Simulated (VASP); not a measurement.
# Zr3Cd2 (P4/mmm) in VASP: single point with PBEsol

Aim: the single point of Zr3Cd2 with PBEsol.

Everything below comes from runs of VASP 6.6.1. Logs are shortened: lines on timing, memory, paths and dates and some standing lists are left out, and cuts for length are marked.

## 1. The cell of the first run

Symmetry: P4/mmm, No. 123, tetragonal system. The conventional cell has a = 5.667 Å, b = 5.667 Å, c = 5.081 Å, α = 90.00°, β = 90.00°, γ = 90.00°. Within 4.1 Å of Zr (site symmetry mmm) lie 6 Zr at 2.83 to 4.01 Å and 6 Cd at 2.83 to 3.81 Å. Zr (site symmetry 4/mmm) has 4 Zr at 2.83 Å within 3.7 Å. Cd (site symmetry 4/mmm) has 2 Cd at 2.54 Å within 3.4 Å. Cd (site symmetry 4/mmm) has 2 Cd at 2.54 Å and 4 Zr at 2.83 Å within 3.4 Å.

## 2. Single point, PBEsol (biaxial strain in the a-b plane: +3.0 %, then relaxed in part)

INCAR reads:

```
SYSTEM = Zr3Cd2
PREC = Accurate ; ENCUT = 630
EDIFF = 1E-6 ; ISMEAR = 0
SIGMA = 0.1 ; LREAL = .False.
LASPH = .True. ; NELM = 120
ALGO = Normal ; ISIF = 2
LWAVE = .False. ; LCHARG = .True.
GGA = PS ; LELF = .True.
LVHAR = .True. ; NBANDS = 46
GGA_COMPAT = .False.
```

KPOINTS reads:

```
Automatic mesh
0
Gamma
  8 8 8
  0 0 0
```

POSCAR reads:

```
Zr3Cd2
1.0
    5.6667897669      0.0000000000      0.0000000000
    0.0000000000      5.6667897669      0.0000000000
    0.0000000000      0.0000000000      5.0813302819
Zr Cd
3 2
Direct
    0.0000000000      0.5000000000      0.0000000000
    0.5000000000      0.0000000000      0.0000000000
    0.0000000000      0.0000000000      0.0000000000
    0.5000000000      0.5000000000      0.5000000000
    0.5000000000      0.5000000000      0.0000000000
```

Potentials or basis: VASP PAW PBE potentials, release 64 (Zr_sv, Cd_sv_GW).

On the command line:

```sh
> cat potpaw_PBE.64/Zr_sv/POTCAR potpaw_PBE.64/Cd_sv_GW/POTCAR > POTCAR
> mpirun -np 1 vasp_std > vasp.out
```

OUTCAR:

```text
SYSTEM = Zr3Cd2
   PREC = Accurate
   ENCUT = 630
   EDIFF = 1E-6
   ISMEAR = 0
   LREAL = .False.
   LASPH = .True.
   NELM = 120
   ISIF = 2
   GGA = PS

 ion  position               nearest neighbor table
   1  0.000  0.500  0.000-   3 2.83   5 2.83   3 2.83   5 2.83
   2  0.500  0.000  0.000-   3 2.83   5 2.83   5 2.83   3 2.83
   3  0.000  0.000  0.000-   1 2.83   2 2.83   1 2.83   2 2.83
   4  0.500  0.500  0.500-   5 2.54   5 2.54
   5  0.500  0.500  0.000-   4 2.54   4 2.54   1 2.83   2 2.83   2 2.83   1 2.83

  LATTYP: Found a simple tetragonal cell.
 ALAT       =     5.6667897669
 C/A-ratio  =     0.8966858646

  Lattice vectors:

 A1 = (   5.6667897669,   0.0000000000,   0.0000000000)
 A2 = (   0.0000000000,   5.6667897669,   0.0000000000)
 A3 = (   0.0000000000,   0.0000000000,   5.0813302819)

Analysis of symmetry for initial positions (statically):
=====================================================================
 Subroutine PRICEL returns:
 Original cell was already a primitive cell.

 Routine SETGRP: Setting up the symmetry group for a
 simple tetragonal supercell.

 Subroutine GETGRP returns: Found 16 space group operations
 (whereof 16 operations were pure point group operations)
 out of a pool of 16 trial point group operations.

The static configuration has the point symmetry D_4h.

Analysis of symmetry for dynamics (positions and initial velocities):
=====================================================================
 Subroutine PRICEL returns:
 Original cell was already a primitive cell.

 Routine SETGRP: Setting up the symmetry group for a
 simple tetragonal supercell.

 Subroutine GETGRP returns: Found 16 space group operations
 (whereof 16 operations were pure point group operations)
 out of a pool of 16 trial point group operations.

The dynamic configuration has the point symmetry D_4h.

 Subroutine INISYM returns: Found 16 space group operations
 (whereof 16 operations are pure point group operations),
 and found     1 'primitive' translations

----------------------------------------------------------------------------------------

                                     Primitive cell

  volume of cell :     163.1743

  direct lattice vectors                    reciprocal lattice vectors
     5.666789767  0.000000000  0.000000000     0.176466755  0.000000000  0.000000000
     0.000000000  5.666789767  0.000000000     0.000000000  0.176466755  0.000000000
     0.000000000  0.000000000  5.081330282     0.000000000  0.000000000  0.196798859

  length of vectors
     5.666789767  5.666789767  5.081330282     0.176466755  0.176466755  0.196798859

  position of ions in fractional coordinates (direct lattice)
     0.000000000  0.500000000  0.000000000
     0.500000000  0.000000000  0.000000000
     0.000000000  0.000000000  0.000000000
     0.500000000  0.500000000  0.500000000
     0.500000000  0.500000000  0.000000000

  ion indices of the primitive-cell ions
   primitive index   ion index
                 1           1
                 2           2
                 3           3
                 4           4
                 5           5

----------------------------------------------------------------------------------------

 KPOINTS: Automatic mesh

Automatic generation of k-mesh.
 Grid dimensions read from file:
 generate k-points for:    8    8    8

 Generating k-lattice:

  Cartesian coordinates                     Fractional coordinates (reciprocal lattice)
     0.022058344  0.000000000  0.000000000     0.125000000  0.000000000  0.000000000
     0.000000000  0.022058344  0.000000000     0.000000000  0.125000000  0.000000000
     0.000000000  0.000000000  0.024599857     0.000000000  0.000000000  0.125000000

  Length of vectors
     0.022058344  0.022058344  0.024599857

  Shift w.r.t. Gamma in fractional coordinates (k-lattice)
     0.000000000  0.000000000  0.000000000

 Subroutine IBZKPT returns following result:
 ===========================================

 Found     75 irreducible k-points:

 Following reciprocal coordinates:
            Coordinates               Weight
  0.000000  0.000000  0.000000      1.000000
  0.125000  0.000000  0.000000      4.000000
  0.250000  0.000000  0.000000      4.000000
  0.375000  0.000000  0.000000      4.000000
  0.500000  0.000000  0.000000      2.000000
  0.125000  0.125000  0.000000      4.000000
[... 16 lines left out ...]
  0.375000  0.125000  0.125000     16.000000
  0.500000  0.125000  0.125000      8.000000
 [... further k-points ...]
   k-points           NKPTS =     75   k-points in BZ     NKDIM =     75   number of bands    NBANDS=     46
   number of dos      NEDOS =    301   number of ions     NIONS =      5
   total plane-waves  NPLWV =  96768
   dimension x,y,z NGX =    48 NGY =   48 NGZ =   42
   dimension x,y,z NGXF=    96 NGYF=   96 NGZF=   84
   ions per type =               3   2
   NGX,Y,Z   is equivalent  to a cutoff of  14.08, 14.08, 13.74 a.u.
   NGXF,Y,Z  is equivalent  to a cutoff of  28.16, 28.16, 27.48 a.u.
 SYSTEM =  Zr3Cd2
   PREC   = accura    normal or accurate (medium, high low for compatibility)
   ISTART =      0    job   : 0-new  1-cont  2-samecut
   ICHARG =      2    charge: 1-file 2-atom 10-const
   ISPIN  =      1    spin polarized calculation?
   LNONCOLLINEAR =      F non collinear calculations
   LSORBIT =      F    spin-orbit coupling
   LASPH  =      T    aspherical Exc in radial PAW
   ENCUT  =  630.0 eV  46.30 Ry    6.80 a.u.  11.60 11.60 10.40*2*pi/ulx,y,z
   NELM   =    120;   NELMIN=  2; NELMDL= -5     # of ELM steps
   EDIFF  = 0.1E-05   stopping-criterion for ELM
   LREAL  =      F    real-space projection
   EDIFFG = 0.1E-04   stopping-criterion for IOM
   NSW    =      0    number of steps for IOM
   IBRION =     -1    ionic relax: 0-MD 1-quasi-New 2-CG
   NFREE  =      0    steps in history (QN), initial steepest desc. (CG)
   ISIF   =      2    stress and relaxation
   ISYM   =      2    0-nonsym 1-usesym 2-fastsym
   POTIM  = 0.5000    time-step for ionic-motion
   TEBEG  =    0.0;   TEEND  =   0.0 temperature during run
   PSTRESS=    0.0 pullay stress
   NELECT =      76.0000    total number of electrons
   NUPDOWN=      -1.0000    fix difference up-down
   EMIN   =  10.00;   EMAX   =-10.00  energy-range for DOS
   EFERMI =   0.00;   METHOD = LEGACY
   ISMEAR =     0;   SIGMA  =   0.10  broadening in eV -4-tet -1-fermi 0-gaus
   EFERMI_NEDOS =   21; number of points for ismear=-14 and -15
   IALGO  =     38    algorithm
   IMIX   =      4    mixing-type and parameters
     AMIX     =   0.40;   BMIX     =  1.00
     AMIX_MAG =   1.60;   BMIX_MAG =  1.00
  volume/ion in A,a.u.               =      32.63       220.23
  Fermi-wavevector in a.u.,A,eV,Ry     =   1.269002  2.398065 21.910345  1.610365
  Thomas-Fermi vector in A             =   2.402066
   LORBIT       =      0    0 simple, 1 ext, 2 COOP (PROOUT), +10 PAW based schemes
   GGA     = PS    functional components
   LHFCALC =     F    Hartree Fock is set to
   AEXX    =    0.0000 exact exchange contribution
   IVDW    =     0    specifies the selected vdW correction
   LEPSILON=     F    determine dielectric tensor
   LRPA    =     F    only Hartree local field effects (RPA)
 non-spin polarized calculation
 Gauss-broadening in eV      SIGMA  =   0.10
  energy-cutoff  :      630.00
  volume of cell :      163.17
 maximum number of plane-waves:      5912
 NGX is ok and might be reduce to    48
   NGX = 23   NGY = 23   NGZ = 21

 number of electron      75.9999997 magnetization

 Free energy of the ion-electron system (eV)
  ---------------------------------------------------
  ext. energy  EPLUGINS =         0.00000000
  ---------------------------------------------------
  free energy    TOTEN  =       -23.63595235 eV

  energy without entropy =      -23.60324797  energy(sigma->0) =      -23.61960016

 E-fermi :   4.3054     XC(G=0):  -9.2781

 val. band max:        4.3047698066   @ k =   0.1250   0.1250   0.2500
 cond. band min:       4.3095195181   @ k =   0.1250   0.0000   0.1250
 fundamental gap:      0.0047497115
 Fermi energy:         4.3053552972

 k-point     1 :       0.0000    0.0000    0.0000
  band No.  band energies     occupation
      1     -98.8214      2.00000
      2     -98.3564      2.00000
      3     -59.9369      2.00000
      4     -59.8679      2.00000
      5     -59.8679      2.00000
      6     -59.4555      2.00000
[... 38 lines left out ...]
     45       6.8300      0.00000
     46       7.3387      0.00000

 k-point     2 :       0.1250    0.0000    0.0000
  band No.  band energies     occupation
      1     -98.8214      2.00000
      2     -98.3564      2.00000
      3     -59.9369      2.00000
      4     -59.8680      2.00000
      5     -59.8680      2.00000
      6     -59.4555      2.00000
[... 38 lines left out ...]
     45       6.8135      0.00000
     46       7.2952      0.00000

 k-point     3 :       0.2500    0.0000    0.0000
  band No.  band energies     occupation
      1     -98.8214      2.00000
      2     -98.3564      2.00000
      3     -59.9369      2.00000
      4     -59.8680      2.00000
      5     -59.8680      2.00000
      6     -59.4555      2.00000
[... 38 lines left out ...]
     45       6.7143      0.00000
     46       6.9871      0.00000

 k-point     4 :       0.3750    0.0000    0.0000
  band No.  band energies     occupation
      1     -98.8214      2.00000
      2     -98.3564      2.00000
      3     -59.9369      2.00000
      4     -59.8680      2.00000
      5     -59.8680      2.00000
      6     -59.4555      2.00000
[... 920 lines left out ...]
     45       6.5423      0.00000
     46       6.8693      0.00000

 k-point    23 :       0.3750    0.1250    0.1250
  band No.  band energies     occupation
      1     -98.8213      2.00000
      2     -98.3564      2.00000
      3     -59.9326      2.00000
      4     -59.8679      2.00000
      5     -59.8679      2.00000
      6     -59.4600      2.00000
[... 38 lines left out ...]
     45       6.1746      0.00000
     46       6.5244      0.00000

 k-point    24 :       0.5000    0.1250    0.1250
  band No.  band energies     occupation
      1     -98.8213      2.00000
      2     -98.3564      2.00000
      3     -59.9326      2.00000
      4     -59.8679      2.00000
      5     -59.8679      2.00000
      6     -59.4600      2.00000
[... 38 lines left out ...]
     45       5.9500      0.00000
     46       5.9506      0.00000

 [... further k-points ...]

------------------------ aborting loop because EDIFF is reached ----------------------------------------

  FORCE on cell =-STRESS in cart. coord.  units (eV):
  Direction    XX          YY          ZZ          XY          YZ          ZX
  --------------------------------------------------------------------------------------
  -------------------------------------------------------------------------------------
  Total       -4.3966143     -4.3966143     -0.0394318      0.0000000     -0.0000000      0.0000000
  in kB      -43.1695302    -43.1695302     -0.3871736      0.0000000     -0.0000000      0.0000000
  external PRESSURE =     -28.9087447 kB  Pullay stress =       0.0000000 kB

 VOLUME and BASIS-vectors are now :
 -----------------------------------------------------------------------------
  energy-cutoff  :      630.00
  volume of cell :      163.17
      direct lattice vectors                 reciprocal lattice vectors
     5.666789767  0.000000000  0.000000000     0.176466755  0.000000000  0.000000000
     0.000000000  5.666789767  0.000000000     0.000000000  0.176466755  0.000000000
     0.000000000  0.000000000  5.081330282     0.000000000  0.000000000  0.196798859

 POSITION                                       TOTAL-FORCE (eV/Angst)
 -----------------------------------------------------------------------------------
      0.00000      2.83339      0.00000         0.000000      0.000000      0.000000
      2.83339      0.00000      0.00000         0.000000      0.000000      0.000000
      0.00000      0.00000      0.00000         0.000000      0.000000      0.000000
      2.83339      2.83339      2.54067         0.000000      0.000000      0.000000
      2.83339      2.83339      0.00000         0.000000      0.000000      0.000000
 -----------------------------------------------------------------------------------
    total drift:                                0.000000      0.000000      0.000000

  FREE ENERGIE OF THE ION-ELECTRON SYSTEM (eV)
  ---------------------------------------------------
  free  energy   TOTEN  =       -23.6359523539 eV

  energy  without entropy=      -23.6032479689  energy(sigma->0) =      -23.61960016
```

Wall time 10 min (1 thread of Intel Xeon 6975P-C (Granite Rapids), shared host); peak memory 0.78 GiB.

What came out:

- Free energy: -23.6360 eV
- Pressure: -2.9 GPa
- Band gap on the k mesh: zero (bands 38 and 39 overlap by 0.98 eV)

Caveat: the cell differs from its parent crystal (biaxial strain in the a-b plane: +3.0 %, then relaxed in part); the PAW data sets were made with another functional, which shifts forces and pressure a little.
